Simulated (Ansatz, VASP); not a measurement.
# CoSn: VASP beside Ansatz

Contents of INCAR:

```
ALGO = Fast
EDIFF = 1E-7
EDIFFG = -0.005
ENCUT = 600
IBRION = 2
ISIF = 3
ISMEAR = 0
LASPH = True
LCHARG = False
LREAL = False
LWAVE = False
NELM = 100
NSW = 70
PREC = Accurate
SIGMA = 0.1
```

Contents of KPOINTS:

```
k-points
0
Gamma
  12 12 8
```

The input POSCAR:

```
CoSn
1.0
    5.2965850066      0.0000000000      0.0000000000
   -2.6482925033      4.5869771690      0.0000000000
    0.0000000000      0.0000000000      4.2302876780
Co Sn
3 3
Direct
    0.0000000000      0.5000000000      0.0000000000
    0.5000000000      0.5000000000      0.0000000000
    0.5000000000      0.0000000000      0.0000000000
    0.6666666667      0.3333333333      0.5000000000
    0.3333333333      0.6666666667      0.5000000000
    0.0000000000      0.0000000000      0.0000000000
```

Input for Ansatz:

```yaml
crystal:
  lattice:
    - [5.2965850036, 0.0, 0.0]
    - [-2.6482925018, 4.5869771665, 0.0]
    - [0.0, 0.0, 4.2302876755]
  atoms:
    - { symbol: Co, position: [0.0, 0.5, 0.0] }
    - { symbol: Co, position: [0.5, 0.5, 0.0] }
    - { symbol: Co, position: [0.5, 0.0, 0.0] }
    - { symbol: Sn, position: [0.6666666667, 0.3333333333, 0.5] }
    - { symbol: Sn, position: [0.3333333333, 0.6666666667, 0.5] }
    - { symbol: Sn, position: [0.0, 0.0, 0.0] }
basis:
  ecutwfc: 420
kpoints:
  mp_grid: { grid: [12, 12, 8] }
hamiltonian:
  xc: lda
scf:
  occupations: { method: gaussian, width: 0.1 }
output:
  forces: true
  stress: true
  eigenvalues: true
relax:
  adjacent_minimum: "off"
  f_tol: 0.005
  max_steps: 50
  cell: { stress_tol: 0.05 }
```

Alike in both runs: task relaxation of cell and atoms; functional LDA; k mesh 12 × 12 × 8; occupations gaussian, width 0.1 eV; no spin polarisation.

|  | VASP | Ansatz |
| --- | --- | --- |
| version | VASP 6.6.1 | Ansatz 0.2.0 |
| potentials or method | VASP PAW LDA potentials, release 64 (Co, Sn_d), cutoff 600 eV | scalar-relativistic, plane waves, PAW |
| valence electrons in the cell | 69 | 93 |

|  | VASP | Ansatz | Ansatz less VASP |
| --- | --- | --- | --- |
| gap on the k mesh at the Fermi level, each at its own relaxed structure (eV) | none | none | - |
| relaxed volume (Å³/atom) | 15.94 | 15.93 | -0.014 |
| relaxed length of the cell vector where the two differ most in proportion (Å) | 5.175 | 5.174 | -0.0018 |

LDA's correlation is that of Perdew and Zunger in VASP and of Perdew and Wang (1992) in Ansatz. A gap of «none» marks a metal or a gap that the smearing closes. VASP's potentials hold 69 valence electrons a cell and Ansatz's 93, so a difference there can come from the potentials and not from the codes.
